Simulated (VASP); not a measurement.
Set up this calculation in VASP 6.6.1, as the native input.

* Task: relaxation of cell and atoms
* Functional: PBE
* Potentials or basis: VASP PAW PBE potentials, release 64 (Ga_d, N)
* Cutoff: 600 eV
* k mesh: 6 × 6 × 8
* Occupations: gaussian, width 0.02 eV
* Spin: no spin polarisation
* Dipole correction: no
* Further INCAR settings: ALGO = Normal; EDIFF = 1e-06; IBRION = 2; EDIFFG = -0.01; NSW = 100; ISIF = 3

The structure of GaN lies in POSCAR:

```
GaN
1.0
    5.1640752896      0.0000000000      0.0000000000
   -2.5820376448      4.4722203879      0.0000000000
    0.0000000000      0.0000000000      3.3900859495
Ga N
1 1
Direct
    0.0000000000      0.0000000000      0.5000000000
    0.0000000000      0.0000000000      0.0000000000
```

These files were run (other wordings do the same):

INCAR

```
  PREC = Accurate
  ENCUT = 600
  EDIFF = 1E-6
  ISMEAR = 0
  SIGMA = 0.02
  LREAL = False
  LASPH = True
  NELM = 60
  ALGO = Normal
  ISIF = 3
  LWAVE = False
  LCHARG = False
  GGA = PE
  IBRION = 2
  NSW = 100
  EDIFFG = -0.01
```

KPOINTS

```
Automatic mesh
0
Gamma
  6 6 8
```

Potentials or basis: VASP PAW PBE potentials, release 64 (Ga_d, N).

Launch:

```bash
$ cat potpaw_PBE.64/Ga_d/POTCAR potpaw_PBE.64/N/POTCAR > POTCAR
$ mpirun -np 1 vasp_std > vasp.out
```

It gave:

```yaml
Relaxed_volume: 39.07 Å³/atom
Relaxed_cell: a = 5.164 Å, b = 5.164 Å, c = 3.383 Å, α = 90.00°, β = 90.00°, γ = 120.00°
Space_group_after_relaxing_to_0.05_Å: P6/mmm (No. 191)
Energy_gained_by_relaxing: 0.2 meV/atom
Ionic_steps: 3
Pressure_after_relaxing: 0.0 GPa
Band_gap_on_the_k_mesh: 1.16 eV, indirect (least direct gap 2.86 eV)
```

Wall time 86 s on 1 thread of Intel(R) Xeon(R) Platinum 8488C (Sapphire Rapids), on a shared host, peak memory 0.24 GiB.
